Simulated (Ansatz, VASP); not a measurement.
Ti: VASP beside Ansatz

Contents of INCAR:

```
ALGO = Normal ; EDIFF = 1E-7
ENCUT = 520 ; GGA = PS
ISIF = 2 ; ISMEAR = -1
LASPH = True ; LCHARG = False
LREAL = False ; LWAVE = False
NBANDS = 19 ; NELM = 100
PREC = Accurate ; SIGMA = 0.05
```

File KPOINTS:

```
k-points
0
Gamma
  14 14 8
```

File POSCAR:

```
Ti
1.0
    3.0078556446      0.0000000000      0.0000000000
   -1.5039278223      2.6048793991      0.0000000000
    0.0000000000      0.0000000000      4.7779056859
Ti
2
Direct
    0.3333333333      0.6666666667      0.2500000000
    0.6666666667      0.3333333333      0.7500000000
```

Input for Ansatz:

```yaml
crystal:
  lattice:
    - [3.0078556446, 0.0, 0.0]
    - [-1.5039278223, 2.6048793991, 0.0]
    - [0.0, 0.0, 4.7779056859]
  atoms:
    - { symbol: Ti, position: [0.3333333333, 0.6666666667, 0.25] }
    - { symbol: Ti, position: [0.6666666667, 0.3333333333, 0.75] }
kpoints:
  mp_grid: { grid: [14, 14, 8] }
  band_path:
    path:
      - [0.0, 0.0, 0.0]
      - [0.5, 0.0, 0.0]
      - [0.3333333333, 0.3333333333, 0.0]
      - [0.0, 0.0, 0.0]
      - [0.0, 0.0, 0.5]
      - [0.5, 0.0, 0.5]
      - [0.3333333333, 0.3333333333, 0.5]
      - [0.0, 0.0, 0.5]
      - [0.5, 0.0, 0.5]
    npoints: 5
scf:
  occupations: { method: fermi_dirac, width: 0.05 }
hamiltonian:
  xc: pbesol
  pseudopotentials: { kind: all_electron, lapw: { basis_error: 0.00025 } }
output:
  forces: true
  stress: true
  eigenvalues: true
```

Change from the starting cell: volume scaled by 1.06.

Alike in both runs: task single point; functional PBEsol; k mesh 14 × 14 × 8; occupations fermi-dirac, width 0.05 eV; no spin polarisation.

|  | VASP | Ansatz |
| --- | --- | --- |
| version | VASP 6.6.1 | Ansatz 0.2.0 |
| potentials or method | VASP PAW PBE potentials, release 64 (Ti_sv), cutoff 520 eV | all-electron LAPW, scalar-relativistic |

|  | VASP | Ansatz | Ansatz less VASP |
| --- | --- | --- | --- |
| pressure (GPa) | -11.1 | -11.0 | +0.10 |
| traceless stress, the component that is largest in VASP (GPa) | -0.40 | -0.40 | -0.005 |

VASP's potentials were made for PBE, not for PBEsol. Ansatz ran all-electron here, and VASP with PAW potentials.
